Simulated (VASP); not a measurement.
Write the native input for VASP 6.6.1 that does the following.

| Property | Result |
| --- | --- |
| Task | single point |
| Functional | PBE |
| Potentials or basis | VASP PAW PBE potentials, release 64 (Zn, Se) |
| Cutoff | 520 eV |
| k mesh | 8 × 8 × 8 |
| Occupations | gaussian, width 0.05 eV |
| Spin | no spin polarisation |
| Dipole correction | no |
| Further INCAR settings | ALGO = Normal; EDIFF = 1e-06; NBANDS = 16 |

The structure of ZnSe lies in POSCAR:

```
ZnSe
1.0
    0.0000000000      2.9805569459      2.8659201403
    2.9805569459      0.0000000000      2.8659201403
    2.9805569459      2.9805569459      0.0000000000
Zn Se
1 1
Direct
    0.0000000000      0.0000000000      0.0000000000
    0.7500000000      0.7500000000      0.7500000000
```

This cell differs from its parent crystal: strain +0.040 along x and y, +0.000 along z.

One way to write it, as run:

INCAR

```
PREC = Accurate ; ENCUT = 520
EDIFF = 1E-6 ; ISMEAR = 0
SIGMA = 0.05 ; LREAL = F
LASPH = T ; NELM = 60
ALGO = Normal ; ISIF = 2
LWAVE = F ; LCHARG = F
GGA = PE ; NBANDS = 16
```

KPOINTS

```
Automatic mesh
0
Gamma
  8 8 8
```

Potentials or basis: VASP PAW PBE potentials, release 64 (Zn, Se).

Launch:

```bash
$ cat potpaw_PBE.64/Zn/POTCAR potpaw_PBE.64/Se/POTCAR > POTCAR
$ mpirun -np 1 vasp_std > vasp.out
```

Results of the run:

The pressure is -3.6 GPa and the band gap on the k mesh is 0.77 eV.

Caveat: the cell differs from its parent crystal (strain +0.040 along x and y, +0.000 along z); the cell stands under tension.

Run time: 19 s on 1 thread of Intel(R) Xeon(R) Platinum 8488C (Sapphire Rapids), with other jobs on the host, peak memory 0.2 GiB.
